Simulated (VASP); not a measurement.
Wanted: the native input for a VASP 6.6.1 run.

```
Task                   : relaxation of cell and atoms
Functional             : PBE
Potentials or basis    : VASP PAW PBE potentials, release 64 (Hf_pv)
Cutoff                 : 600 eV
k mesh                 : 15 × 15 × 15
Occupations            : fermi-dirac, width 0.08 eV
Spin                   : no spin polarisation
Target pressure        : 12 GPa
Dipole correction      : no
Further INCAR settings : ALGO = Normal; EDIFF = 1e-06; IBRION = 2; EDIFFG = -0.005; NSW = 32; ISIF = 3
```

The structure of Hf lies in POSCAR:

```
Hf
1.0
    0.0000000000      2.1697670247      2.1697670247
    2.1697670247      0.0000000000      2.1697670247
    2.1697670247      2.1697670247      0.0000000000
Hf
1
Direct
    0.0000000000      0.0000000000      0.0000000000
```

The input as run:

INCAR

```
ALGO     = Normal         # electronic algorithm
EDIFF    = 1E-6           # SCF threshold, eV
EDIFFG   = -0.005         # ionic threshold
ENCUT    = 600            # plane-wave cutoff, eV
GGA      = PE             # functional
IBRION   = 2              # ionic algorithm
ISIF     = 3              # what is computed and relaxed
ISMEAR   = -1             # smearing method
LASPH    = True           # aspherical terms in the spheres
LCHARG   = False          # write CHGCAR
LREAL    = False          # projectors in reciprocal space
LWAVE    = False          # write WAVECAR
NELM     = 80             # most SCF steps
NSW      = 32             # ionic steps
PREC     = Accurate       # precision mode
PSTRESS  = 120.0        
SIGMA    = 0.08           # smearing width, eV
```

KPOINTS

```
k-points
0
Gamma
  15 15 15
```

Potentials or basis: VASP PAW PBE potentials, release 64 (Hf_pv).

Run with:

```bash
$ cat potpaw_PBE.64/Hf_pv/POTCAR > POTCAR
$ mpirun -np 1 vasp_std > vasp.out
```

Results of the run:

```yaml
Relaxed_volume: 20.36 Å³/atom
Relaxed_cell: a = 3.065 Å, b = 3.065 Å, c = 3.065 Å, α = 60.00°, β = 60.00°, γ = 60.00°
Space_group_after_relaxing_to_0.05_Å: Fm-3m (No. 225)
Energy_change_on_relaxing_the_enthalpy_is_what_falls: +5.0 meV/atom
Ionic_steps: 3
Pressure_after_relaxing: 12.0 GPa
Band_gap_on_the_k_mesh: zero (band 5 reaches 6.85 eV, above the bottom of band 6 at 4.86 eV)
```

Caveat: the cell is relaxed towards a set pressure, so the enthalpy falls and the energy may rise; spin-orbit coupling is left out, which moves the levels of the heavy elements.

Wall time 46 s on 1 thread of Intel(R) Xeon(R) Platinum 8375C CPU @ 2.90GHz (Ice Lake), on a shared host, peak memory 0.18 GiB.
